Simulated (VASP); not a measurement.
Write the native input for VASP 6.6.1 that does the following.

```
Task                   : relaxation of cell and atoms
Functional             : PBE
Potentials or basis    : VASP PAW PBE potentials, release 64 (B)
Cutoff                 : 600 eV
k mesh                 : 18 × 18 × 6
Occupations            : gaussian, width 0.1 eV
Spin                   : no spin polarisation
Dipole correction      : no
Further INCAR settings : ALGO = Normal; EDIFF = 1e-06; IBRION = 2; EDIFFG = -0.01; NSW = 100; ISIF = 3
```

The structure of B lies in POSCAR:

```
B
1.0
    1.0566537201     -2.7950311706      0.0000000000
    1.0566537201      2.7950311706      0.0000000000
    0.0000000000      0.0000000000      6.8850652662
B
6
Direct
    0.0000000000      0.5000000000      0.3565424371
    0.5000000000      0.0000000000      0.6434575629
    0.5000000000      0.0000000000      0.1434575629
    0.0000000000      0.5000000000      0.8565424371
    0.0000000000      0.0000000000      0.5000000000
    0.5000000000      0.5000000000      0.0000000000
```

The cell was generated, and may not be a known phase.

One way to write it, as run:

INCAR

```
ALGO = Normal ; EDIFF = 1E-6
EDIFFG = -0.01 ; ENCUT = 600
GGA = PE ; IBRION = 2
ISIF = 3 ; ISMEAR = 0
LASPH = T ; LCHARG = F
LREAL = F ; LWAVE = F
NELM = 60 ; NSW = 100
PREC = Accurate ; SIGMA = 0.1
```

KPOINTS

```
k-points
0
Gamma
  18 18 6
```

Potentials or basis: VASP PAW PBE potentials, release 64 (B).

Launch:

```bash
$ cat potpaw_PBE.64/B/POTCAR > POTCAR
$ mpirun -np 1 vasp_std > vasp.out
```

Results of the run:

The relaxed volume is 6.79 Å³/atom and the relaxed cell is a = 2.972 Å, b = 2.972 Å, c = 6.939 Å, α = 90.00°, β = 90.00°, γ = 138.30°. The space group after relaxing (to 0.1 Å) is Ccce (No. 68), the energy gained by relaxing is 1.1 meV/atom and the ionic steps are 9. The pressure after relaxing is 0.0 GPa and the band gap on the k mesh is zero (bands 9 and 10 overlap by 6.06 eV).

It took 7.5 min on 1 thread of AMD EPYC 9R45 96-Core Processor (Zen 5), on a shared host, peak memory 0.28 GiB.
